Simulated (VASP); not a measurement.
# C (Pm-3n) in VASP: a series of runs, part 2 of 2

VASP 6.6.1. Earlier steps stand in the parts before.

### Step 4. Relaxation of cell and atoms, RPBE

This run uses another cell than the first one, of 6.62 Å³/atom, 0.891 times its volume.

The input, INCAR:

```
SYSTEM = C
  PREC = Accurate
  ENCUT = 600
  EDIFF = 1E-7
  ISMEAR = -1
  SIGMA = 0.1
  LREAL = .FALSE.
  LASPH = .TRUE.
  NELM = 100
  ALGO = Normal
  ISIF = 3
  LWAVE = .FALSE.
  LCHARG = .FALSE.
  GGA = RP
  IBRION = 2
  NSW = 80
  EDIFFG = -0.01
```

The input, KPOINTS:

```
regular mesh
0
G
  7 7 7
  0 0 0
```

The input, POSCAR:

```
C
1.0
    3.7546000832      0.0000000000      0.0000000000
    0.0000000000      3.7546000832      0.0000000000
    0.0000000000      0.0000000000      3.7546000832
C
8
Direct
    0.0000000000      0.0000000000      0.0000000000
    0.5000000000      0.5000000000      0.5000000000
    0.2500000000      0.0000000000      0.5000000000
    0.7500000000      0.0000000000      0.5000000000
    0.5000000000      0.2500000000      0.0000000000
    0.5000000000      0.7500000000      0.0000000000
    0.0000000000      0.5000000000      0.2500000000
    0.0000000000      0.5000000000      0.7500000000
```

Potentials or basis: VASP PAW PBE potentials, release 64 (C).

The run is started by

```console
$ cat potpaw_PBE.64/C/POTCAR > POTCAR
$ mpirun -np 1 vasp_std > vasp.out
```

OUTCAR:

```text
SYSTEM = C
   PREC = Accurate
   ENCUT = 600
   EDIFF = 1E-7
   ISMEAR = -1
   LREAL = .FALSE.
   LASPH = .TRUE.
   NELM = 100
   ISIF = 3
   GGA = RP
   IBRION = 2
   NSW = 80
   EDIFFG = -0.01

 ion  position               nearest neighbor table
   1  0.000  0.000  0.000-
   2  0.500  0.500  0.500-
   3  0.250  0.000  0.500-   4 1.88   4 1.88
   4  0.750  0.000  0.500-   3 1.88   3 1.88
   5  0.500  0.250  0.000-   6 1.88   6 1.88
   6  0.500  0.750  0.000-   5 1.88   5 1.88
   7  0.000  0.500  0.250-   8 1.88   8 1.88
   8  0.000  0.500  0.750-   7 1.88   7 1.88

  LATTYP: Found a simple cubic cell.
 ALAT       =     3.7546000832

  Lattice vectors:

 A1 = (   3.7546000832,   0.0000000000,   0.0000000000)
 A2 = (   0.0000000000,   3.7546000832,   0.0000000000)
 A3 = (   0.0000000000,   0.0000000000,   3.7546000832)

Analysis of symmetry for initial positions (statically):
=====================================================================
 Subroutine PRICEL returns:
 Original cell was already a primitive cell.

 Routine SETGRP: Setting up the symmetry group for a
 simple cubic supercell.

 Subroutine GETGRP returns: Found 48 space group operations
 (whereof 24 operations were pure point group operations)
 out of a pool of 48 trial point group operations.

The static configuration has the point symmetry T_h .
 The point group associated with its full space group is O_h .

Analysis of symmetry for dynamics (positions and initial velocities):
=====================================================================
 Subroutine PRICEL returns:
 Original cell was already a primitive cell.

 Routine SETGRP: Setting up the symmetry group for a
 simple cubic supercell.

 Subroutine GETGRP returns: Found 48 space group operations
 (whereof 24 operations were pure point group operations)
 out of a pool of 48 trial point group operations.

The dynamic configuration has the point symmetry T_h .
 The point group associated with its full space group is O_h .

 Subroutine INISYM returns: Found 48 space group operations
 (whereof 24 operations are pure point group operations),
 and found     1 'primitive' translations

----------------------------------------------------------------------------------------

                                     Primitive cell

  volume of cell :      52.9287

  direct lattice vectors                    reciprocal lattice vectors
     3.754600083  0.000000000  0.000000000     0.266339950  0.000000000  0.000000000
     0.000000000  3.754600083  0.000000000     0.000000000  0.266339950  0.000000000
     0.000000000  0.000000000  3.754600083     0.000000000  0.000000000  0.266339950

  length of vectors
     3.754600083  3.754600083  3.754600083     0.266339950  0.266339950  0.266339950

  position of ions in fractional coordinates (direct lattice)
     0.000000000  0.000000000  0.000000000
     0.500000000  0.500000000  0.500000000
     0.250000000  0.000000000  0.500000000
     0.750000000  0.000000000  0.500000000
     0.500000000  0.250000000  0.000000000
     0.500000000  0.750000000  0.000000000
     0.000000000  0.500000000  0.250000000
     0.000000000  0.500000000  0.750000000

  ion indices of the primitive-cell ions
   primitive index   ion index
                 1           1
                 2           2
                 3           3
                 4           4
                 5           5
                 6           6
                 7           7
                 8           8

----------------------------------------------------------------------------------------

 KPOINTS: regular mesh

Automatic generation of k-mesh.
 Grid dimensions read from file:
 generate k-points for:    7    7    7

 Generating k-lattice:

  Cartesian coordinates                     Fractional coordinates (reciprocal lattice)
     0.038048564  0.000000000  0.000000000     0.142857143  0.000000000  0.000000000
     0.000000000  0.038048564  0.000000000     0.000000000  0.142857143  0.000000000
     0.000000000  0.000000000  0.038048564     0.000000000  0.000000000  0.142857143

  Length of vectors
     0.038048564  0.038048564  0.038048564

  Shift w.r.t. Gamma in fractional coordinates (k-lattice)
     0.000000000  0.000000000  0.000000000

 Subroutine IBZKPT returns following result:
 ===========================================

 Found     20 irreducible k-points:

 Following reciprocal coordinates:
            Coordinates               Weight
  0.000000  0.000000  0.000000      1.000000
  0.142857  0.000000  0.000000      6.000000
  0.285714  0.000000  0.000000      6.000000
  0.428571  0.000000  0.000000      6.000000
  0.142857  0.142857  0.000000     12.000000
  0.285714  0.142857  0.000000     24.000000
[... 12 lines left out ...]
  0.428571  0.428571  0.285714     24.000000
  0.428571  0.428571  0.428571      8.000000
   k-points           NKPTS =     20   k-points in BZ     NKDIM =     20   number of bands    NBANDS=     21
   number of dos      NEDOS =    301   number of ions     NIONS =      8
   total plane-waves  NPLWV =  27000
   dimension x,y,z NGX =    30 NGY =   30 NGZ =   30
   dimension x,y,z NGXF=    60 NGYF=   60 NGZF=   60
   ions per type =               8
   NGX,Y,Z   is equivalent  to a cutoff of  13.28, 13.28, 13.28 a.u.
   NGXF,Y,Z  is equivalent  to a cutoff of  26.57, 26.57, 26.57 a.u.
 SYSTEM =  C
   PREC   = accura    normal or accurate (medium, high low for compatibility)
   ISTART =      0    job   : 0-new  1-cont  2-samecut
   ICHARG =      2    charge: 1-file 2-atom 10-const
   ISPIN  =      1    spin polarized calculation?
   LNONCOLLINEAR =      F non collinear calculations
   LSORBIT =      F    spin-orbit coupling
   LASPH  =      T    aspherical Exc in radial PAW
   ENCUT  =  600.0 eV  44.10 Ry    6.64 a.u.   7.50  7.50  7.50*2*pi/ulx,y,z
   NELM   =    100;   NELMIN=  2; NELMDL= -5     # of ELM steps
   EDIFF  = 0.1E-06   stopping-criterion for ELM
   LREAL  =      F    real-space projection
   EDIFFG = -.1E-01   stopping-criterion for IOM
   NSW    =     80    number of steps for IOM
   IBRION =      2    ionic relax: 0-MD 1-quasi-New 2-CG
   NFREE  =      1    steps in history (QN), initial steepest desc. (CG)
   ISIF   =      3    stress and relaxation
   ISYM   =      2    0-nonsym 1-usesym 2-fastsym
   POTIM  = 0.5000    time-step for ionic-motion
   TEBEG  =    0.0;   TEEND  =   0.0 temperature during run
   PSTRESS=    0.0 pullay stress
   NELECT =      32.0000    total number of electrons
   NUPDOWN=      -1.0000    fix difference up-down
   EMIN   =  10.00;   EMAX   =-10.00  energy-range for DOS
   EFERMI =   0.00;   METHOD = LEGACY
   ISMEAR =    -1;   SIGMA  =   0.10  broadening in eV -4-tet -1-fermi 0-gaus
   EFERMI_NEDOS =   21; number of points for ismear=-14 and -15
   IALGO  =     38    algorithm
   IMIX   =      4    mixing-type and parameters
     AMIX     =   0.40;   BMIX     =  1.00
     AMIX_MAG =   1.60;   BMIX_MAG =  1.00
  volume/ion in A,a.u.               =       6.62        44.65
  Fermi-wavevector in a.u.,A,eV,Ry     =   1.384292  2.615933 26.072371  1.916265
  Thomas-Fermi vector in A             =   2.508810
   LORBIT       =      0    0 simple, 1 ext, 2 COOP (PROOUT), +10 PAW based schemes
   GGA     = RP    functional components
   LHFCALC =     F    Hartree Fock is set to
   AEXX    =    0.0000 exact exchange contribution
   IVDW    =     0    specifies the selected vdW correction
   LEPSILON=     F    determine dielectric tensor
   LRPA    =     F    only Hartree local field effects (RPA)
 conjugate gradient relaxation of ions
 non-spin polarized calculation
  energy-cutoff  :      600.00
  volume of cell :       52.93
 maximum number of plane-waves:      1791
 NGX is ok and might be reduce to    30
   NGX = 15   NGY = 15   NGZ = 15

--------------------------------------- Ionic step        1  -------------------------------------------

 number of electron      32.0000000 magnetization

 Free energy of the ion-electron system (eV)
  ---------------------------------------------------
  ext. energy  EPLUGINS =         0.00000000
  ---------------------------------------------------
  free energy    TOTEN  =       -33.93654481 eV

  energy without entropy =      -33.85369216  energy(sigma->0) =      -33.89511849

------------------------ aborting loop because EDIFF is reached ----------------------------------------

  FORCE on cell =-STRESS in cart. coord.  units (eV):
  Direction    XX          YY          ZZ          XY          YZ          ZX
  --------------------------------------------------------------------------------------
  -------------------------------------------------------------------------------------
  Total        6.9450631      6.9450631      6.9450631      0.0000000      0.0000000      0.0000000
  in kB      210.2304988    210.2304988    210.2304988      0.0000000      0.0000000      0.0000000
  external PRESSURE =     210.2304988 kB  Pullay stress =       0.0000000 kB
[... 69 lines left out ...]
  energy  without entropy=      -34.2307609552  energy(sigma->0) =      -34.27686743

--------------------------------------- Ionic step        3  -------------------------------------------

 number of electron      32.0000001 magnetization

 Free energy of the ion-electron system (eV)
  ---------------------------------------------------
  ext. energy  EPLUGINS =         0.00000000
  ---------------------------------------------------
  free energy    TOTEN  =       -34.32448882 eV

  energy without entropy =      -34.23336542  energy(sigma->0) =      -34.27892712

 E-fermi :   7.5205     XC(G=0): -12.5704

 val. band max:        7.5000177258   @ k =   0.4286   0.2857   0.2857
 cond. band min:       7.6095595322   @ k =   0.4286   0.2857   0.2857
 fundamental gap:      0.1095418064
 Fermi energy:         7.5205296142

 k-point     1 :       0.0000    0.0000    0.0000
  band No.  band energies     occupation
      1     -11.1595      2.00000
      2      -3.7986      2.00000
      3      -3.7986      2.00000
      4      -3.6915      2.00000
      5      -2.2547      2.00000
      6      -2.2547      2.00000
[... 504 lines left out ...]
  FREE ENERGIE OF THE ION-ELECTRON SYSTEM (eV)
  ---------------------------------------------------
  free  energy   TOTEN  =       -34.3244888162 eV

  energy  without entropy=      -34.2333654239  energy(sigma->0) =      -34.27892712

 reached required accuracy - stopping structural energy minimisation
```

Wall time 32 s (1 thread of Intel Xeon 6975P-C (Granite Rapids), shared host); peak memory 0.16 GiB.

Results:

* Free energy: -34.3245 eV
* Relaxed volume: 7.42 Å³/atom
* Relaxed cell: a = 3.902 Å, b = 3.902 Å, c = 3.902 Å, α = 90.00°, β = 90.00°, γ = 90.00°
* Space group after relaxing (to 0.05 Å): Pm-3n (No. 223)
* Energy gained by relaxing: 48.5 meV/atom
* Ionic steps: 3
* Pressure after relaxing: 0.0 GPa
* Band gap on the k mesh: zero (band 16 reaches 8.42 eV, above the bottom of band 17 at 6.08 eV)

Step by step:
```csv
step,energy change (eV),largest force (eV/Å),pressure (GPa),volume (Å³)
1,0.0000,0.0000,21.02,52.93
2,-0.3864,0.0000,-1.08,59.86
3,-0.3879,0.0000,0.04,59.40
```

Final structure:
```
CELL_PARAMETERS angstrom
3.90170 0.00000 0.00000
0.00000 3.90170 0.00000
0.00000 0.00000 3.90170
ATOMIC_POSITIONS crystal
C 0.00000 0.00000 0.00000
C 0.50000 0.50000 0.50000
C 0.25000 0.00000 0.50000
C 0.75000 0.00000 0.50000
C 0.50000 0.25000 0.00000
C 0.50000 0.75000 0.00000
C 0.00000 0.50000 0.25000
C 0.00000 0.50000 0.75000
```

Caveat: the PAW data sets were made with another functional, which shifts forces and pressure a little.

### Step 5. The runs side by side

```tsv
task	cell	k mesh	cutoff (eV)	gap on the mesh (eV)	pressure (GPa)
single point	a = 3.902 Å, 8 atoms	7 × 7 × 7	520	none	0.0
single point	a = 3.902 Å, 8 atoms	9 × 9 × 9	520	none	0.7
relaxation of cell and atoms	relaxed from a = 3.755 Å, 8 atoms	7 × 7 × 7	600	none	0.0
```

Alike in all rows: level RPBE; potentials or basis VASP PAW PBE potentials, release 64 (C); no spin polarisation; smearing fermi-dirac 0.1 eV.

Caveats: the PAW data sets were made with another functional, which shifts forces and pressure a little.

Total energies depend on the potentials used, so only differences within one code and one set of settings carry meaning.
